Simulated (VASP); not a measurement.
# Ca (Fd-3m) in VASP: density of states with PBE

Aim: the density of states of Ca with PBE.

All numbers are computed with VASP 6.6.1; they aren't measurements. Logs are shortened: lines on timing, memory, paths and dates and some standing lists are left out, and cuts for length are marked.

## 1. The cell of the first run

The structure is cubic, space group Fd-3m (No. 227). The conventional cell has a = 8.600 Å, b = 8.600 Å, c = 8.600 Å, α = 90.00°, β = 90.00°, γ = 90.00°. Within 4.9 Å of Ca (site symmetry -43m) lie 4 Ca at 3.72 Å.

## 2. Density of states, PBE

Input file POSCAR:

```
Ca
1.0
    0.0000000000      4.3001276577      4.3001276577
    4.3001276577      0.0000000000      4.3001276577
    4.3001276577      4.3001276577      0.0000000000
Ca
2
Direct
   -0.1250000000     -0.1250000000     -0.1250000000
    0.1250000000      0.1250000000      0.1250000000
```

Input file INCAR.step1:

```
PREC = Accurate
ENCUT = 520
EDIFF = 1E-7
ISMEAR = -1
SIGMA = 0.08
LREAL = False
LASPH = True
NELM = 100
ALGO = Normal
ISIF = 2
LWAVE = False
LCHARG = True
GGA = PE
NBANDS = 17
```

Input file KPOINTS.step1:

```
regular mesh
0
Gamma
  10 10 10
```

Input file INCAR.step2:

```
PREC = Accurate
ENCUT = 520
EDIFF = 1E-7
ISMEAR = -5
SIGMA = 0.08
LREAL = False
LASPH = True
NELM = 100
ALGO = Normal
ISIF = 2
LWAVE = False
LCHARG = False
GGA = PE
LORBIT = 10
NEDOS = 1001
ICHARG = 11
```

Input file KPOINTS.step2:

```
regular mesh
0
Gamma
  15 15 15
```

Potentials or basis: VASP PAW PBE potentials, release 64 (Ca_sv).

Started as:

```bash
cat potpaw_PBE.64/Ca_sv/POTCAR > POTCAR
cp INCAR.step1 INCAR
cp KPOINTS.step1 KPOINTS
mpirun -np 1 vasp_std > vasp.out
cp INCAR.step2 INCAR
cp KPOINTS.step2 KPOINTS
mpirun -np 1 vasp_std > vasp.out
```

OUTCAR:

```text
PREC = Accurate
   ENCUT = 520
   EDIFF = 1E-7
   ISMEAR = -5
   LREAL = False
   LASPH = True
   NELM = 100
   ISIF = 2
   GGA = PE
   LORBIT = 10
   ICHARG = 11

 ion  position               nearest neighbor table
   1  0.875  0.875  0.875-
   2  0.125  0.125  0.125-

  LATTYP: Found a face centered cubic cell.
 ALAT       =     8.6002553154

  Lattice vectors:

 A1 = (   0.0000000000,   4.3001276577,   4.3001276577)
 A2 = (   4.3001276577,   0.0000000000,   4.3001276577)
 A3 = (   4.3001276577,   4.3001276577,   0.0000000000)

Analysis of symmetry for initial positions (statically):
=====================================================================
 Subroutine PRICEL returns:
 Original cell was already a primitive cell.

 Routine SETGRP: Setting up the symmetry group for a
 face centered cubic supercell.

 Subroutine GETGRP returns: Found 48 space group operations
 (whereof 12 operations were pure point group operations)
 out of a pool of 48 trial point group operations.

The static configuration has the point symmetry D_3d.
 The point group associated with its full space group is O_h .

Analysis of symmetry for dynamics (positions and initial velocities):
=====================================================================
 Subroutine PRICEL returns:
 Original cell was already a primitive cell.

 Routine SETGRP: Setting up the symmetry group for a
 face centered cubic supercell.

 Subroutine GETGRP returns: Found 48 space group operations
 (whereof 12 operations were pure point group operations)
 out of a pool of 48 trial point group operations.

The dynamic configuration has the point symmetry D_3d.
 The point group associated with its full space group is O_h .

 Subroutine INISYM returns: Found 48 space group operations
 (whereof 12 operations are pure point group operations),
 and found     1 'primitive' translations

----------------------------------------------------------------------------------------

                                     Primitive cell

  volume of cell :     159.0282

  direct lattice vectors                    reciprocal lattice vectors
     0.000000000  4.300127658  4.300127658    -0.116275618  0.116275618  0.116275618
     4.300127658  0.000000000  4.300127658     0.116275618 -0.116275618  0.116275618
     4.300127658  4.300127658  0.000000000     0.116275618  0.116275618 -0.116275618

  length of vectors
     6.081298853  6.081298853  6.081298853     0.201395278  0.201395278  0.201395278

  position of ions in fractional coordinates (direct lattice)
     0.875000000  0.875000000  0.875000000
     0.125000000  0.125000000  0.125000000

  ion indices of the primitive-cell ions
   primitive index   ion index
                 1           1
                 2           2

----------------------------------------------------------------------------------------

 KPOINTS: regular mesh

Automatic generation of k-mesh.
 Grid dimensions read from file:
 generate k-points for:   15   15   15

 Generating k-lattice:

  Cartesian coordinates                     Fractional coordinates (reciprocal lattice)
    -0.007751708  0.007751708  0.007751708     0.066666667  0.000000000  0.000000000
     0.007751708 -0.007751708  0.007751708     0.000000000  0.066666667  0.000000000
     0.007751708  0.007751708 -0.007751708     0.000000000  0.000000000  0.066666667

  Length of vectors
     0.013426352  0.013426352  0.013426352

  Shift w.r.t. Gamma in fractional coordinates (k-lattice)
     0.000000000  0.000000000  0.000000000

 TETIRR: Found    484 inequivalent tetrahedra from    20250

 Subroutine IBZKPT returns following result:
 ===========================================

 Found    120 irreducible k-points:

 Following reciprocal coordinates:
            Coordinates               Weight
  0.000000  0.000000  0.000000      1.000000
  0.066667  0.000000  0.000000      8.000000
  0.133333  0.000000  0.000000      8.000000
  0.200000  0.000000  0.000000      8.000000
  0.266667  0.000000  0.000000      8.000000
  0.333333  0.000000  0.000000      8.000000
[... 16 lines left out ...]
  0.133333  0.133333  0.000000      6.000000
  0.200000  0.133333  0.000000     24.000000
 [... further k-points ...]
   k-points           NKPTS =    120   k-points in BZ     NKDIM =    120   number of bands    NBANDS=     14
   number of dos      NEDOS =   1001   number of ions     NIONS =      2
   total plane-waves  NPLWV = 110592
   dimension x,y,z NGX =    48 NGY =   48 NGZ =   48
   dimension x,y,z NGXF=    96 NGYF=   96 NGZF=   96
   ions per type =               2
   NGX,Y,Z   is equivalent  to a cutoff of  13.12, 13.12, 13.12 a.u.
   NGXF,Y,Z  is equivalent  to a cutoff of  26.24, 26.24, 26.24 a.u.
 SYSTEM =  unknown system
   PREC   = accura    normal or accurate (medium, high low for compatibility)
   ISTART =      0    job   : 0-new  1-cont  2-samecut
   ICHARG =     11    charge: 1-file 2-atom 10-const
   ISPIN  =      1    spin polarized calculation?
   LNONCOLLINEAR =      F non collinear calculations
   LSORBIT =      F    spin-orbit coupling
   LASPH  =      T    aspherical Exc in radial PAW
   ENCUT  =  520.0 eV  38.22 Ry    6.18 a.u.  11.31 11.31 11.31*2*pi/ulx,y,z
   NELM   =    100;   NELMIN=  2; NELMDL=  0     # of ELM steps
   EDIFF  = 0.1E-06   stopping-criterion for ELM
   LREAL  =      F    real-space projection
   EDIFFG = 0.1E-05   stopping-criterion for IOM
   NSW    =      0    number of steps for IOM
   IBRION =     -1    ionic relax: 0-MD 1-quasi-New 2-CG
   NFREE  =      0    steps in history (QN), initial steepest desc. (CG)
   ISIF   =      2    stress and relaxation
   ISYM   =      2    0-nonsym 1-usesym 2-fastsym
   POTIM  = 0.5000    time-step for ionic-motion
   TEBEG  =    0.0;   TEEND  =   0.0 temperature during run
   PSTRESS=    0.0 pullay stress
   NELECT =      20.0000    total number of electrons
   NUPDOWN=      -1.0000    fix difference up-down
   EMIN   =  10.00;   EMAX   =-10.00  energy-range for DOS
   EFERMI =   0.00;   METHOD = LEGACY
   ISMEAR =    -5;   SIGMA  =   0.08  broadening in eV -4-tet -1-fermi 0-gaus
   EFERMI_NEDOS =   21; number of points for ismear=-14 and -15
   IALGO  =     38    algorithm
   IMIX   =      4    mixing-type and parameters
     AMIX     =   0.40;   BMIX     =  1.00
     AMIX_MAG =   1.60;   BMIX_MAG =  1.00
  volume/ion in A,a.u.               =      79.51       536.59
  Fermi-wavevector in a.u.,A,eV,Ry     =   0.820213  1.549978  9.153318  0.672750
  Thomas-Fermi vector in A             =   1.931156
   LORBIT       =     10    0 simple, 1 ext, 2 COOP (PROOUT), +10 PAW based schemes
   GGA     = PE    functional components
   LHFCALC =     F    Hartree Fock is set to
   AEXX    =    0.0000 exact exchange contribution
   IVDW    =     0    specifies the selected vdW correction
   LEPSILON=     F    determine dielectric tensor
   LRPA    =     F    only Hartree local field effects (RPA)
 non-spin polarized calculation
 Fermi weights with tetrahedron method with Bloechl corrections
  energy-cutoff  :      520.00
  volume of cell :      159.03
 maximum number of plane-waves:      4305
 NGX is ok and might be reduce to    48

 number of electron      19.9999999 magnetization

 Free energy of the ion-electron system (eV)
  ---------------------------------------------------
  ext. energy  EPLUGINS =         0.00000000
  ---------------------------------------------------
  free energy    TOTEN  =        -1.76974808 eV

  energy without entropy =       -1.76974808  energy(sigma->0) =       -1.76974808

 E-fermi :  -0.0493     XC(G=0):  -5.8181

 val. band max:       -0.0436946212   @ k =  -0.2000   0.2000   0.0000
 cond. band min:      -0.0328975223   @ k =  -0.3333   0.4667   0.2000
 fundamental gap:      0.0107970989
 Fermi energy:        -0.0492869391

 k-point     1 :       0.0000    0.0000    0.0000
  band No.  band energies     occupation
      1     -43.2508      2.00000
      2     -43.2344      2.00000
      3     -24.2320      2.00000
      4     -24.2320      2.00000
      5     -24.2320      2.00000
      6     -24.1722      2.00000
      7     -24.1722      2.00000
      8     -24.1722      2.00000
      9      -3.0590      2.00000
     10       0.5503      0.00000
     11       0.5503      0.00000
     12       0.5503      0.00000
     13       0.7871      0.00000
     14       0.7871      0.00000

 k-point     2 :       0.0667    0.0000    0.0000
  band No.  band energies     occupation
      1     -43.2507      2.00000
      2     -43.2346      2.00000
      3     -24.2323      2.00000
      4     -24.2323      2.00000
      5     -24.2318      2.00000
      6     -24.1724      2.00000
      7     -24.1720      2.00000
      8     -24.1720      2.00000
      9      -3.0313      2.00000
     10       0.5244      0.00000
     11       0.5498      0.00000
     12       0.5498      0.00000
     13       0.7945      0.00000
     14       0.7945      0.00000

 k-point     3 :       0.1333    0.0000    0.0000
  band No.  band energies     occupation
      1     -43.2503      2.00000
      2     -43.2350      2.00000
      3     -24.2330      2.00000
      4     -24.2330      2.00000
      5     -24.2314      2.00000
      6     -24.1729      2.00000
      7     -24.1713      2.00000
      8     -24.1713      2.00000
      9      -2.9487      2.00000
     10       0.4392      0.00000
     11       0.5501      0.00000
     12       0.5501      0.00000
     13       0.8116      0.00000
     14       0.8119      0.00000
[... 324 lines left out ...]
 k-point    23 :       0.1333    0.1333    0.0000
  band No.  band energies     occupation
      1     -43.2501      2.00000
      2     -43.2351      2.00000
      3     -24.2341      2.00000
      4     -24.2341      2.00000
      5     -24.2295      2.00000
      6     -24.1749      2.00000
      7     -24.1702      2.00000
      8     -24.1702      2.00000
      9      -2.9114      2.00000
     10       0.4086      0.00000
     11       0.5679      0.00000
     12       0.5679      0.00000
     13       0.7547      0.00000
     14       0.8638      0.00000

 k-point    24 :       0.2000    0.1333    0.0000
  band No.  band energies     occupation
      1     -43.2497      2.00000
      2     -43.2356      2.00000
      3     -24.2351      2.00000
      4     -24.2351      2.00000
      5     -24.2282      2.00000
      6     -24.1762      2.00000
      7     -24.1692      2.00000
      8     -24.1692      2.00000
      9      -2.8113      2.00000
     10       0.3275      0.00000
     11       0.5626      0.00000
     12       0.5789      0.00000
     13       0.7358      0.00000
     14       0.9050      0.00000

 [... further k-points ...]
[... 5 lines left out ...]
  --------------------------------------------------------------------------------------
  -------------------------------------------------------------------------------------
  Total       -0.1725226     -0.1725226     -0.1725226      0.0000000      0.0000000     -0.0000000
  in kB       -1.7381315     -1.7381315     -1.7381315      0.0000000      0.0000000     -0.0000000
  external PRESSURE =      -1.7381315 kB  Pullay stress =       0.0000000 kB

 VOLUME and BASIS-vectors are now :
 -----------------------------------------------------------------------------
  energy-cutoff  :      520.00
  volume of cell :      159.03
      direct lattice vectors                 reciprocal lattice vectors
     0.000000000  4.300127658  4.300127658    -0.116275618  0.116275618  0.116275618
     4.300127658  0.000000000  4.300127658     0.116275618 -0.116275618  0.116275618
     4.300127658  4.300127658  0.000000000     0.116275618  0.116275618 -0.116275618

 POSITION                                       TOTAL-FORCE (eV/Angst)
 -----------------------------------------------------------------------------------
      7.52522      7.52522      7.52522         0.000000     -0.000000     -0.000000
      1.07503      1.07503      1.07503        -0.000000      0.000000      0.000000
 -----------------------------------------------------------------------------------
    total drift:                                0.000000      0.000000      0.000000

  FREE ENERGIE OF THE ION-ELECTRON SYSTEM (eV)
  ---------------------------------------------------
  free  energy   TOTEN  =        -1.7697480767 eV

  energy  without entropy=       -1.7697480767  energy(sigma->0) =       -1.76974808

 total charge

# of ion       s       p       d       tot
------------------------------------------
    1        2.120   5.818   0.092   8.030
    2        2.120   5.818   0.092   8.030
--------------------------------------------------
tot          4.240  11.636   0.183  16.060
```

Run time: 3 min. Hardware: 1 thread of Intel Xeon 6975P-C (Granite Rapids), shared host; peak memory 0.45 GiB.

Results:

| Quantity | Value |
| --- | --- |
| Valence electrons inside the program's atomic spheres | Ca 8.03 |

Caveat: tetrahedron occupations give inexact forces and stress in metals.
